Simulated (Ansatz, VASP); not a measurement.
Two plane-wave programs on Sc2Ge

```
CELL_PARAMETERS angstrom
-3.15024 3.49146 3.13129
3.15024 -3.49146 3.13129
3.15024 3.49146 -3.13129
ATOMIC_POSITIONS crystal
Sc 0.82408 0.50000 0.82408
Sc 0.17592 0.00000 0.67592
Sc 0.17592 0.50000 0.17592
Sc 0.82408 0.00000 0.32408
Ge 0.50000 0.50000 0.00000
Ge 0.00000 0.50000 0.50000
```

Alike in both runs: task single point; functional PBE; k mesh 4 × 4 × 4; occupations gaussian, width 0.1 eV; no spin polarisation.

|  | VASP | Ansatz |
| --- | --- | --- |
| version | VASP 6.6.1 | Ansatz 0.2.0 |
| potentials or method | VASP PAW PBE potentials, release 64 (Sc_sv, Ge_d), cutoff 520 eV | scalar-relativistic, plane waves, PAW |
| valence electrons in the cell | 72 | 72 |

Ansatz gave:

* gap on the k mesh at the Fermi level (eV): none
* rms of the force components (eV/Å): 0.231

Problem. What did VASP give for the same quantities?

Solution. gap on the k mesh at the Fermi level (eV): none; rms of the force components (eV/Å): 0.240.

Atom by atom the forces differ by 0.010 eV/Å (rms over components). A gap of «none» marks a metal or a gap that the smearing closes. With one functional, cell and mesh, what is left measures potentials, basis and numerics.
